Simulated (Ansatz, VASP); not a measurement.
## Two plane-wave programs on KI

```
K I
1.0
     0.00000    3.36557    3.41093
     3.36557    0.00000    3.41093
     3.36557    3.36557    0.00000
K I
1 1
Direct
  0.97103 0.97103 0.02897
  0.50892 0.50892 0.49108
```

Change from the starting cell: mode 6 frozen in at -0.198 Å, equal normal strain along x and y -0.0133.

Alike in both runs: task single point; functional LDA; k mesh 6 × 6 × 6; occupations gaussian, width 0.05 eV; no spin polarisation.

|  | VASP | Ansatz |
| --- | --- | --- |
| version | VASP 6.6.1 | Ansatz 0.2.0 |
| potentials or method | VASP PAW LDA potentials, release 64 (K_sv, I), cutoff 520 eV | scalar-relativistic, plane waves, PAW |
| valence electrons in the cell | 16 | 26 |

Ansatz gave:

```
gap on the k mesh at the Fermi level (eV)                     : 3.95
least direct gap on the mesh (eV)                             : 3.95
pressure (GPa)                                                : 0.8
traceless stress, the component that is largest in VASP (GPa) : 0.69
rms of the force components (eV/Å)                            : 0.249
```

Question: Estimate VASP's values.

Answer: gap on the k mesh at the Fermi level (eV): 3.96; least direct gap on the mesh (eV): 3.96; pressure (GPa): 0.9; traceless stress, the component that is largest in VASP (GPa): 0.70; rms of the force components (eV/Å): 0.253.

LDA's correlation is that of Perdew and Zunger in VASP and of Perdew and Wang (1992) in Ansatz. Atom by atom the forces differ by 0.005 eV/Å (rms over components). VASP's potentials hold 16 valence electrons a cell and Ansatz's 26, so a difference there can come from the potentials and not from the codes.

Neither program's run includes spin-orbit coupling.
